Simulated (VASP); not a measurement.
Wanted: the native input for a VASP 6.6.1 run.

| Item | Value |
| --- | --- |
| Task | single point |
| Functional | PBE0 |
| Potentials or basis | VASP PAW PBE potentials, release 64 (Ni) |
| Cutoff | 520 eV |
| k mesh | 6 × 6 × 4 |
| Occupations | fermi-dirac, width 0.05 eV |
| Spin | collinear spin, ferromagnetic start |
| Starting moments | [1.0, 1.0] μB |
| Dipole correction | no |
| Grid for exact exchange (PRECFOCK) | Normal |
| Further INCAR settings | ALGO = Normal; EDIFF = 1e-06; NBANDS = 21 |
| Share of exact exchange | 0.25 |

Ni:

```
CELL_PARAMETERS angstrom
2.43159 0.00000 0.00000
-1.21580 2.10582 0.00000
0.00000 0.00000 4.04547
ATOMIC_POSITIONS crystal
Ni 0.66667 0.33333 0.75000
Ni 0.33333 0.66667 0.25000
```

This isn't the form of Ni at room conditions, which is fcc.

These files were run (other wordings do the same):

POSCAR

```
Ni
1.0
    2.4315927189      0.0000000000      0.0000000000
   -1.2157963594      2.1058210663      0.0000000000
    0.0000000000      0.0000000000      4.0454724674
Ni
2
Direct
    0.6666666667      0.3333333333      0.7500000000
    0.3333333333      0.6666666667      0.2500000000
```

INCAR.step1

```
SYSTEM = Ni
ALGO = Normal
EDIFF = 1E-5
ENCUT = 520
GGA = PE
ISIF = 2
ISMEAR = -1
ISPIN = 2
LASPH = .TRUE.
LCHARG = .FALSE.
LMAXMIX = 4
LORBIT = 11
LREAL = .FALSE.
LWAVE = .TRUE.
MAGMOM = 1 1
NBANDS = 21
NELM = 150
PREC = Accurate
SIGMA = 0.05
```

INCAR.step2

```
SYSTEM = Ni
AEXX = 0.25
ALGO = Normal
EDIFF = 1E-6
ENCUT = 520
GGA = PE
ISIF = 2
ISMEAR = -1
ISPIN = 2
ISTART = 1
LASPH = .TRUE.
LCHARG = .FALSE.
LHFCALC = .TRUE.
LMAXMIX = 4
LORBIT = 11
LREAL = .FALSE.
LWAVE = .FALSE.
MAGMOM = 1 1
NBANDS = 21
NELM = 150
PREC = Accurate
PRECFOCK = Normal
SIGMA = 0.05
```

KPOINTS

```
k-points
0
G
  6 6 4
  0 0 0
```

Potentials or basis: VASP PAW PBE potentials, release 64 (Ni).

The run is started by

```console
$ cat potpaw_PBE.64/Ni/POTCAR > POTCAR
$ cp INCAR.step1 INCAR
$ mpirun -np 1 vasp_std > vasp.out
$ cp INCAR.step2 INCAR
$ mpirun -np 1 vasp_std > vasp.out
```

It gave:

```
Pressure                                              : 4.2 GPa
Net moment                                            : 1.40 μB per cell
Site moments                                          : Ni +0.73 μB
Valence electrons inside the program's atomic spheres : Ni 9.45
```

Caveat: the k points lie up to 0.50 Å⁻¹ apart; the PAW data sets were made with another functional, which shifts forces and pressure a little.

Run time: 72 min on 1 thread of Intel(R) Xeon(R) Platinum 8488C (Sapphire Rapids), with other jobs on the host, peak memory 0.15 GiB.
